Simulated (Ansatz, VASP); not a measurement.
LiH: VASP beside Ansatz

```
CELL_PARAMETERS angstrom
0.00000 2.14512 2.14512
2.13847 0.00000 2.14512
2.13847 2.14512 0.00000
ATOMIC_POSITIONS crystal
Li 0.00000 0.00000 0.00000
H 0.25000 0.25000 0.25000
```

Change from the starting cell: uniaxial_x strain -0.3%.

Alike in both runs: task single point; functional HSE06; k mesh 8 × 8 × 8; no spin polarisation.

```csv
,VASP,Ansatz
version,VASP 6.6.1,Ansatz 0.2.0
potentials or method,"VASP PAW PBE potentials, release 64 (Li_sv, H)","plane waves, PAW"
plane-wave cutoff (eV),520,420
occupations,"gaussian, width 0.01 eV",fixed
valence electrons in the cell,4,4
```

```tsv
	VASP	Ansatz	Ansatz less VASP
gap on the k mesh at the Fermi level (eV)	5.25	5.25	0.000
```

Ansatz's warnings: stress exchange threshold loose, stress scf threshold loose.

Noted on VASP's run: the cutoff is under 1.25 times that of the potentials, so the pressure is a little rough.
